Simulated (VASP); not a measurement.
Write the native input for VASP 6.6.1 that does the following.

* Task: single point
* Functional: r2SCAN
* Potentials or basis: VASP PAW PBE potentials, release 64 (Cd, Se)
* Cutoff: 520 eV
* k mesh: 6 × 6 × 4
* Occupations: gaussian, width 0.05 eV
* Spin: no spin polarisation
* Dipole correction: no
* Further INCAR settings: ALGO = Normal; EDIFF = 1e-07; NBANDS = 26

Crystal: CdSe.

```xyz
4
Lattice="4.5134 0.0000 0.0000 -2.2567 3.9087 0.0000 0.0000 0.0000 6.8398" Properties=species:S:1:pos:R:3 pbc="T T T"
Cd    2.2567    1.3029    0.0000
Cd    0.0000    2.6058    3.4199
Se    2.2567    1.3029    2.5649
Se    0.0000    2.6058    5.9848
```

This cell differs from its parent crystal: strain +0.050 along x and y, -0.025 along z.

The input as run:

POSCAR

```
CdSe
1.0
    4.5134249099      0.0000000000      0.0000000000
   -2.2567124550      3.9087406301      0.0000000000
    0.0000000000      0.0000000000      6.8398200000
Cd Se
2 2
Direct
    0.6666666667      0.3333333333      0.0000000000
    0.3333333333      0.6666666667      0.5000000000
    0.6666666667      0.3333333333      0.3750000000
    0.3333333333      0.6666666667      0.8750000000
```

INCAR.step1

```
SYSTEM = CdSe
PREC = Accurate ; ENCUT = 520
ISMEAR = 0 ; SIGMA = 0.05
LREAL = .FALSE. ; LASPH = .TRUE.
NELM = 80 ; NBANDS = 26
GGA = PE ; ALGO = Normal
EDIFF = 1E-4 ; LWAVE = .TRUE.
LCHARG = .FALSE.
```

INCAR.step2

```
SYSTEM = CdSe
PREC = Accurate ; ENCUT = 520
EDIFF = 1E-7 ; ISMEAR = 0
SIGMA = 0.05 ; LREAL = .FALSE.
LASPH = .TRUE. ; NELM = 80
ALGO = Normal ; ISIF = 2
LWAVE = .FALSE. ; LCHARG = .FALSE.
METAGGA = R2SCAN ; LMIXTAU = .TRUE.
NBANDS = 26 ; ISTART = 1
```

KPOINTS

```
Automatic mesh
0
G
  6 6 4
  0 0 0
```

Potentials or basis: VASP PAW PBE potentials, release 64 (Cd, Se).

Command:

```sh
$ cat potpaw_PBE.64/Cd/POTCAR potpaw_PBE.64/Se/POTCAR > POTCAR
$ cp INCAR.step1 INCAR
$ mpirun -np 1 vasp_std > vasp.out
$ cp INCAR.step2 INCAR
$ mpirun -np 1 vasp_std > vasp.out
```

It gave:

```yaml
Pressure: -1.3 GPa
Largest_force: 0.575 eV/Å
Band_gap_on_the_k_mesh: 1.00 eV, direct
```

Caveat: the cell differs from its parent crystal (strain +0.050 along x and y, -0.025 along z); the PAW data sets were made with another functional, which shifts forces and pressure a little.

Wall time 5.6 min on 1 thread of Intel(R) Xeon(R) Platinum 8259CL CPU @ 2.50GHz (Skylake/Cascade Lake), with other jobs on the host, peak memory 0.3 GiB.
